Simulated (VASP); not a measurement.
Set up this calculation in VASP 6.6.1, as the native input.

- Task: single point
- Functional: PBE
- Dispersion: D3(BJ)
- Potentials or basis: VASP PAW PBE potentials, release 64 (W_sv)
- Cutoff: 400 eV
- k mesh: 11 × 11 × 1
- Occupations: fermi-dirac, width 0.08 eV
- Spin: no spin polarisation
- Dipole correction: yes
- Further INCAR settings: ALGO = Normal; EDIFF = 1e-06; NBANDS = 51; NELMDL = -8

The structure of W lies in POSCAR:

```
W
1.0
    3.1834185691      0.0000000000      0.0000000000
    0.0000000000      3.1834185691      0.0000000000
    0.0000000000      0.0000000000     23.9585000000
W
6
Direct
    0.2500000000      0.2500000000      0.3404682266
    0.7500000000      0.7500000000      0.3990730859
    0.2500000000      0.2500000000      0.4678512158
    0.7500000000      0.7500000000      0.5321487800
    0.2500000000      0.2500000000      0.6009269156
    0.7500000000      0.7500000000      0.6595317761
```

The input as run:

INCAR

```
PREC = Accurate
ENCUT = 400
EDIFF = 1E-6
ISMEAR = -1
SIGMA = 0.08
LREAL = False
LASPH = True
NELM = 120
ALGO = Normal
ISIF = 2
LWAVE = False
LCHARG = False
LDIPOL = True
IDIPOL = 3
DIPOL = 0.5 0.5 0.500
GGA = PE
IVDW = 12
NBANDS = 51
GGA_COMPAT = False
NELMDL = -8
```

KPOINTS

```
regular mesh
0
Gamma
  11 11 1
```

Potentials or basis: VASP PAW PBE potentials, release 64 (W_sv).

The run is started by

```bash
$ cat potpaw_PBE.64/W_sv/POTCAR > POTCAR
$ mpirun -np 1 vasp_std > vasp.out
```

It gave:

The largest force is 0.130 eV/Å and the band gap on the k mesh is zero (bands 42 and 43 overlap by 1.80 eV). The dispersion energy per atom is -0.502 eV.

Caveat: three body term missing; spin-orbit coupling is left out, which moves the levels of the heavy elements.

Wall time 4.7 min on 1 thread of Intel(R) Xeon(R) Platinum 8488C (Sapphire Rapids), on a shared host, peak memory 0.34 GiB.
